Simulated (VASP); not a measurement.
Crystal: BaS.

```
Ba S
1.0
     6.51160    0.00000    0.00000
     0.00000    3.25067    3.07478
     0.00000   -3.25067    3.07478
Ba S
2 2
Direct
  0.75000 0.43440 0.12058
  0.25000 0.12058 0.43440
  0.25000 0.43163 0.01339
  0.75000 0.01339 0.43163
```

* Program: VASP 6.6.1
* Task: relaxation of cell and atoms
* Functional: PBE
* Potentials or basis: VASP PAW PBE potentials, release 64 (Ba_sv, S)
* Cutoff: 600 eV
* k mesh: 4 × 4 × 4
* Occupations: gaussian, width 0.1 eV
* Spin: no spin polarisation

At the start: pressure 15.5 GPa; volume 32.54 Å³/atom.

Problem. Where does the relaxation end?

Solution. Over 25 steps the energy falls by 952.8 meV/atom and the volume is 33.68 Å³/atom (+3.5 %); space group Ama2 (No. 40, to 0.1 Å) before, Fm-3m (No. 225, to 0.1 Å).

The path:
```csv
step,energy change (eV),largest force (eV/Å),pressure (GPa),volume (Å³)
1,0.0000,6.7055,15.53,130.17
2,-2.1549,0.6488,-3.60,193.93
3,-2.3145,0.7316,-3.46,187.47
4,-2.4693,0.8068,-3.28,181.52
5,-3.0336,0.9717,-0.77,155.12
6,-3.0161,1.1376,0.51,149.76
7,-3.0388,1.0108,-0.42,153.42
8,-3.0386,1.0236,-0.31,152.94
9,-3.2125,0.6704,-0.86,152.19
10,-3.2597,0.5597,-0.90,151.44
11,-3.3556,0.5412,-0.17,146.46
12,-3.4312,0.4349,2.02,136.63
13,-3.4695,0.3962,1.73,136.69
14,-3.4929,0.4431,1.44,136.75
15,-3.5583,0.4346,0.25,139.54
16,-3.5949,0.4142,-1.11,143.34
17,-3.5959,0.4099,-1.31,143.97
18,-3.6396,0.4383,-1.06,141.99
19,-3.7125,0.5104,0.16,135.97
20,-3.7611,0.3535,0.29,134.61
21,-3.7953,0.0284,0.99,131.73
22,-3.7970,0.0699,0.80,132.30
23,-3.8098,0.0427,-0.28,135.61
24,-3.8100,0.0449,-0.17,135.24
25,-3.8112,0.0371,-0.03,134.74
```

Final structure:
```yaml
crystal:
  lattice:
    - [6.45713, 0.00000, 0.00000]
    - [0.00000, 3.22991, 3.23018]
    - [0.00000, -3.22991, 3.23018]
  atoms:
    - { symbol: Ba, position: [0.75000, 0.49845, 0.99933] }
    - { symbol: Ba, position: [0.25000, 0.99933, 0.49845] }
    - { symbol: S, position: [0.25000, 0.49948, 0.00274] }
    - { symbol: S, position: [0.75000, 0.00274, 0.49948] }
```
